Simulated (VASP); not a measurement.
# Sn (a cell with a defect) in VASP: single point with LDA

Aim: the single point of Sn (a cell with a defect) with LDA.

Everything below comes from runs of VASP 6.6.1. Logs are shortened: lines on timing, memory, paths and dates and some standing lists are left out, and cuts for length are marked.

## 1. The cell of the first run

The cell holds a defect, 15 atoms: a = 9.145 Å, b = 9.145 Å, c = 9.145 Å, α = 60.00°, β = 60.00°, γ = 60.00°.

## 2. Single point, LDA

INCAR reads:

```
SYSTEM = Sn
PREC = Accurate
ENCUT = 400
EDIFF = 1E-6
ISMEAR = -1
SIGMA = 0.1
LREAL = .FALSE.
LASPH = .TRUE.
NELM = 120
ALGO = Normal
ISIF = 2
LWAVE = .FALSE.
LCHARG = .FALSE.
NBANDS = 118
GGA_COMPAT = .FALSE.
```

KPOINTS reads:

```
regular mesh
0
G
  2 2 2
  0 0 0
```

POSCAR reads:

```
Sn
1.0
    0.0000000000      6.4666860000      6.4666860000
    6.4666860000      0.0000000000      6.4666860000
    6.4666860000      6.4666860000      0.0000000000
Sn
15
Direct
    0.1250000000      0.1250000000      0.1250000000
    0.0000000000      0.0000000000      0.5000000000
    0.1250000000      0.1250000000      0.6250000000
    0.0000000000      0.5000000000      0.0000000000
    0.1250000000      0.6250000000      0.1250000000
    0.0000000000      0.5000000000      0.5000000000
    0.1250000000      0.6250000000      0.6250000000
    0.5000000000      0.0000000000      0.0000000000
    0.6250000000      0.1250000000      0.1250000000
    0.5000000000      0.0000000000      0.5000000000
    0.6250000000      0.1250000000      0.6250000000
    0.5000000000      0.5000000000      0.0000000000
    0.6250000000      0.6250000000      0.1250000000
    0.5000000000      0.5000000000      0.5000000000
    0.6250000000      0.6250000000      0.6250000000
```

Potentials or basis: VASP PAW LDA potentials, release 64 (Sn_d).

Run with:

```bash
$ cat potpaw_LDA.64/Sn_d/POTCAR > POTCAR
$ mpirun -np 1 vasp_std > vasp.out
```

OUTCAR:

```text
SYSTEM = Sn
   PREC = Accurate
   ENCUT = 400
   EDIFF = 1E-6
   ISMEAR = -1
   LREAL = .FALSE.
   LASPH = .TRUE.
   NELM = 120
   ISIF = 2

 ion  position               nearest neighbor table
   1  0.125  0.125  0.125-   2 2.80   4 2.80   8 2.80
   2  0.000  0.000  0.500-   3 2.80   1 2.80   7 2.80  11 2.80
   3  0.125  0.125  0.625-   2 2.80   6 2.80  10 2.80
   4  0.000  0.500  0.000-   5 2.80   1 2.80   7 2.80  13 2.80
   5  0.125  0.625  0.125-   4 2.80   6 2.80  12 2.80
   6  0.000  0.500  0.500-   7 2.80   5 2.80   3 2.80  15 2.80
   7  0.125  0.625  0.625-   6 2.80   4 2.80   2 2.80  14 2.80
   8  0.500  0.000  0.000-   9 2.80   1 2.80  11 2.80  13 2.80
   9  0.625  0.125  0.125-   8 2.80  10 2.80  12 2.80
  10  0.500  0.000  0.500-  11 2.80   9 2.80   3 2.80  15 2.80
  11  0.625  0.125  0.625-  10 2.80   8 2.80   2 2.80  14 2.80
  12  0.500  0.500  0.000-  13 2.80   9 2.80   5 2.80  15 2.80
  13  0.625  0.625  0.125-  12 2.80   8 2.80   4 2.80  14 2.80
  14  0.500  0.500  0.500-  15 2.80  11 2.80  13 2.80   7 2.80
  15  0.625  0.625  0.625-  14 2.80  10 2.80  12 2.80   6 2.80

  LATTYP: Found a face centered cubic cell.
 ALAT       =    12.9333720000

  Lattice vectors:

 A1 = (   0.0000000000,   6.4666860000,   6.4666860000)
 A2 = (   6.4666860000,   0.0000000000,   6.4666860000)
 A3 = (   6.4666860000,   6.4666860000,   0.0000000000)

Analysis of symmetry for initial positions (statically):
=====================================================================
 Subroutine PRICEL returns:
 Original cell was already a primitive cell.

 Routine SETGRP: Setting up the symmetry group for a
 face centered cubic supercell.

 Subroutine GETGRP returns: Found 24 space group operations
 (whereof 24 operations were pure point group operations)
 out of a pool of 48 trial point group operations.

The static configuration has the point symmetry T_d .

Analysis of symmetry for dynamics (positions and initial velocities):
=====================================================================
 Subroutine PRICEL returns:
 Original cell was already a primitive cell.

 Routine SETGRP: Setting up the symmetry group for a
 face centered cubic supercell.

 Subroutine GETGRP returns: Found 24 space group operations
 (whereof 24 operations were pure point group operations)
 out of a pool of 48 trial point group operations.

The dynamic configuration has the point symmetry T_d .

 Subroutine INISYM returns: Found 24 space group operations
 (whereof 24 operations are pure point group operations),
 and found     1 'primitive' translations

----------------------------------------------------------------------------------------

                                     Primitive cell

  volume of cell :     540.8481

  direct lattice vectors                    reciprocal lattice vectors
     0.000000000  6.466686000  6.466686000    -0.077319356  0.077319356  0.077319356
     6.466686000  0.000000000  6.466686000     0.077319356 -0.077319356  0.077319356
     6.466686000  6.466686000  0.000000000     0.077319356  0.077319356 -0.077319356

  length of vectors
     9.145275045  9.145275045  9.145275045     0.133921054  0.133921054  0.133921054

  position of ions in fractional coordinates (direct lattice)
     0.125000000  0.125000000  0.125000000
     0.000000000  0.000000000  0.500000000
     0.125000000  0.125000000  0.625000000
     0.000000000  0.500000000  0.000000000
     0.125000000  0.625000000  0.125000000
     0.000000000  0.500000000  0.500000000
     0.125000000  0.625000000  0.625000000
     0.500000000  0.000000000  0.000000000
     0.625000000  0.125000000  0.125000000
     0.500000000  0.000000000  0.500000000
     0.625000000  0.125000000  0.625000000
     0.500000000  0.500000000  0.000000000
     0.625000000  0.625000000  0.125000000
     0.500000000  0.500000000  0.500000000
     0.625000000  0.625000000  0.625000000

  ion indices of the primitive-cell ions
   primitive index   ion index
                 1           1
                 2           2
                 3           3
                 4           4
                 5           5
                 6           6
                 7           7
                 8           8
                 9           9
                10          10
                11          11
                12          12
                13          13
                14          14
                15          15

----------------------------------------------------------------------------------------

 KPOINTS: regular mesh

Automatic generation of k-mesh.
 Grid dimensions read from file:
 generate k-points for:    2    2    2

 Generating k-lattice:

  Cartesian coordinates                     Fractional coordinates (reciprocal lattice)
    -0.038659678  0.038659678  0.038659678     0.500000000  0.000000000  0.000000000
     0.038659678 -0.038659678  0.038659678     0.000000000  0.500000000  0.000000000
     0.038659678  0.038659678 -0.038659678     0.000000000  0.000000000  0.500000000

  Length of vectors
     0.066960527  0.066960527  0.066960527

  Shift w.r.t. Gamma in fractional coordinates (k-lattice)
     0.000000000  0.000000000  0.000000000

 Subroutine IBZKPT returns following result:
 ===========================================

 Found      3 irreducible k-points:

 Following reciprocal coordinates:
            Coordinates               Weight
  0.000000  0.000000  0.000000      1.000000
  0.500000  0.000000  0.000000      4.000000
  0.500000  0.500000  0.000000      3.000000
   k-points           NKPTS =      3   k-points in BZ     NKDIM =      3   number of bands    NBANDS=    118
   number of dos      NEDOS =    301   number of ions     NIONS =     15
   total plane-waves  NPLWV = 216000
   dimension x,y,z NGX =    60 NGY =   60 NGZ =   60
   dimension x,y,z NGXF=   120 NGYF=  120 NGZF=  120
   ions per type =              15
   NGX,Y,Z   is equivalent  to a cutoff of  10.91, 10.91, 10.91 a.u.
   NGXF,Y,Z  is equivalent  to a cutoff of  21.81, 21.81, 21.81 a.u.
 SYSTEM =  Sn
   PREC   = accura    normal or accurate (medium, high low for compatibility)
   ISTART =      0    job   : 0-new  1-cont  2-samecut
   ICHARG =      2    charge: 1-file 2-atom 10-const
   ISPIN  =      1    spin polarized calculation?
   LNONCOLLINEAR =      F non collinear calculations
   LSORBIT =      F    spin-orbit coupling
   LASPH  =      T    aspherical Exc in radial PAW
   ENCUT  =  400.0 eV  29.40 Ry    5.42 a.u.  14.91 14.91 14.91*2*pi/ulx,y,z
   NELM   =    120;   NELMIN=  2; NELMDL= -5     # of ELM steps
   EDIFF  = 0.1E-05   stopping-criterion for ELM
   LREAL  =      F    real-space projection
   EDIFFG = 0.1E-04   stopping-criterion for IOM
   NSW    =      0    number of steps for IOM
   IBRION =     -1    ionic relax: 0-MD 1-quasi-New 2-CG
   NFREE  =      0    steps in history (QN), initial steepest desc. (CG)
   ISIF   =      2    stress and relaxation
   ISYM   =      2    0-nonsym 1-usesym 2-fastsym
   POTIM  = 0.5000    time-step for ionic-motion
   TEBEG  =    0.0;   TEEND  =   0.0 temperature during run
   PSTRESS=    0.0 pullay stress
   NELECT =     210.0000    total number of electrons
   NUPDOWN=      -1.0000    fix difference up-down
   EMIN   =  10.00;   EMAX   =-10.00  energy-range for DOS
   EFERMI =   0.00;   METHOD = LEGACY
   ISMEAR =    -1;   SIGMA  =   0.10  broadening in eV -4-tet -1-fermi 0-gaus
   EFERMI_NEDOS =   21; number of points for ismear=-14 and -15
   IALGO  =     38    algorithm
   IMIX   =      4    mixing-type and parameters
     AMIX     =   0.40;   BMIX     =  1.00
     AMIX_MAG =   1.60;   BMIX_MAG =  1.00
  volume/ion in A,a.u.               =      36.06       243.32
  Fermi-wavevector in a.u.,A,eV,Ry     =   1.194326  2.256949 19.407543  1.426414
  Thomas-Fermi vector in A             =   2.330319
   LORBIT       =      0    0 simple, 1 ext, 2 COOP (PROOUT), +10 PAW based schemes
   GGA     = CA    functional components
   LHFCALC =     F    Hartree Fock is set to
   AEXX    =    0.0000 exact exchange contribution
   IVDW    =     0    specifies the selected vdW correction
   LEPSILON=     F    determine dielectric tensor
   LRPA    =     F    only Hartree local field effects (RPA)
 non-spin polarized calculation
  energy-cutoff  :      400.00
  volume of cell :      540.85
 maximum number of plane-waves:      9864
 NGX is ok and might be reduce to    60
   NGX = 29   NGY = 29   NGZ = 29

 number of electron     210.0000058 magnetization

 Free energy of the ion-electron system (eV)
  ---------------------------------------------------
  ext. energy  EPLUGINS =         0.00000000
  ---------------------------------------------------
  free energy    TOTEN  =       -64.02322476 eV

  energy without entropy =      -63.94931533  energy(sigma->0) =      -63.98627004

 E-fermi :   4.6886     XC(G=0):  -8.9493

 val. band max:        4.4313706720   @ k =   0.0000   0.0000   0.0000
 cond. band min:       4.9131750682   @ k =   0.0000   0.0000   0.0000
 fundamental gap:      0.4818043963
 Fermi energy:         4.6885573089

 k-point     1 :       0.0000    0.0000    0.0000
  band No.  band energies     occupation
      1     -16.8586      2.00000
      2     -16.8586      2.00000
      3     -16.8586      2.00000
      4     -16.8202      2.00000
      5     -16.8202      2.00000
      6     -16.8202      2.00000
[... 109 lines left out ...]
    116       6.2196      0.00000
    117       6.2196      0.00000

 k-point     2 :       0.5000    0.0000    0.0000
  band No.  band energies     occupation
      1     -16.8649      2.00000
      2     -16.8649      2.00000
      3     -16.8592      2.00000
      4     -16.8314      2.00000
      5     -16.8314      2.00000
      6     -16.8278      2.00000
[... 109 lines left out ...]
    116       7.9915      0.00000
    117       8.1469      0.00000

 k-point     3 :       0.5000    0.5000    0.0000
  band No.  band energies     occupation
      1     -16.8648      2.00000
      2     -16.8648      2.00000
      3     -16.8630      2.00000
      4     -16.8381      2.00000
      5     -16.8280      2.00000
      6     -16.8273      2.00000
[... 109 lines left out ...]
    116       8.3620      0.00000
    117       8.4452      0.00000
 [bands above 117 left out]

------------------------ aborting loop because EDIFF is reached ----------------------------------------

  FORCE on cell =-STRESS in cart. coord.  units (eV):
  Direction    XX          YY          ZZ          XY          YZ          ZX
  --------------------------------------------------------------------------------------
  -------------------------------------------------------------------------------------
  Total       -0.5656235     -0.5656235     -0.5656235      0.0000000     -0.0000000      0.0000000
  in kB       -1.6755706     -1.6755706     -1.6755706      0.0000000     -0.0000000      0.0000000
  external PRESSURE =      -1.6755706 kB  Pullay stress =       0.0000000 kB

 VOLUME and BASIS-vectors are now :
 -----------------------------------------------------------------------------
  energy-cutoff  :      400.00
  volume of cell :      540.85
      direct lattice vectors                 reciprocal lattice vectors
     0.000000000  6.466686000  6.466686000    -0.077319356  0.077319356  0.077319356
     6.466686000  0.000000000  6.466686000     0.077319356 -0.077319356  0.077319356
     6.466686000  6.466686000  0.000000000     0.077319356  0.077319356 -0.077319356

 POSITION                                       TOTAL-FORCE (eV/Angst)
 -----------------------------------------------------------------------------------
      1.61667      1.61667      1.61667        -0.202118     -0.202118     -0.202118
      3.23334      3.23334      0.00000        -0.000000     -0.000000     -0.029148
      4.85001      4.85001      1.61667         0.202118      0.202118     -0.202118
      3.23334      0.00000      3.23334        -0.000000     -0.029148     -0.000000
      4.85001      1.61667      4.85001         0.202118     -0.202118      0.202118
      6.46669      3.23334      3.23334         0.029148     -0.000000     -0.000000
      8.08336      4.85001      4.85001        -0.016760      0.016760      0.016760
      0.00000      3.23334      3.23334        -0.029148     -0.000000     -0.000000
      1.61667      4.85001      4.85001        -0.202118      0.202118      0.202118
      3.23334      6.46669      3.23334        -0.000000      0.029148     -0.000000
      4.85001      8.08336      4.85001         0.016760     -0.016760      0.016760
      3.23334      3.23334      6.46669        -0.000000     -0.000000      0.029148
      4.85001      4.85001      8.08336         0.016760      0.016760     -0.016760
      6.46669      6.46669      6.46669        -0.000000     -0.000000     -0.000000
      8.08336      8.08336      8.08336        -0.016760     -0.016760     -0.016760
 -----------------------------------------------------------------------------------
    total drift:                               -0.000000     -0.000000     -0.000000

  FREE ENERGIE OF THE ION-ELECTRON SYSTEM (eV)
  ---------------------------------------------------
  free  energy   TOTEN  =       -64.0232247556 eV

  energy  without entropy=      -63.9493153284  energy(sigma->0) =      -63.98627004
```

Run time: 1.7 min. Hardware: 1 thread of Intel Xeon 6975P-C (Granite Rapids), shared host; peak memory 0.38 GiB.

What came out:

* Free energy: -64.0232 eV
* Pressure: -0.2 GPa
* Largest force: 0.350 eV/Å
* Band gap on the k mesh: 0.48 eV

Forces on the atoms (eV/Å):
```
Sn  -0.202 -0.202 -0.202
Sn   0.000  0.000 -0.029
Sn   0.202  0.202 -0.202
Sn   0.000 -0.029  0.000
Sn   0.202 -0.202  0.202
Sn   0.029  0.000  0.000
Sn  -0.017  0.017  0.017
Sn  -0.029  0.000  0.000
Sn  -0.202  0.202  0.202
Sn   0.000  0.029  0.000
Sn   0.017 -0.017  0.017
Sn   0.000  0.000  0.029
Sn   0.017  0.017 -0.017
Sn   0.000  0.000  0.000
Sn  -0.017 -0.017 -0.017
```

Caveat: the k points lie up to 0.42 Å⁻¹ apart; spin-orbit coupling is left out, which moves the levels of the heavy elements.
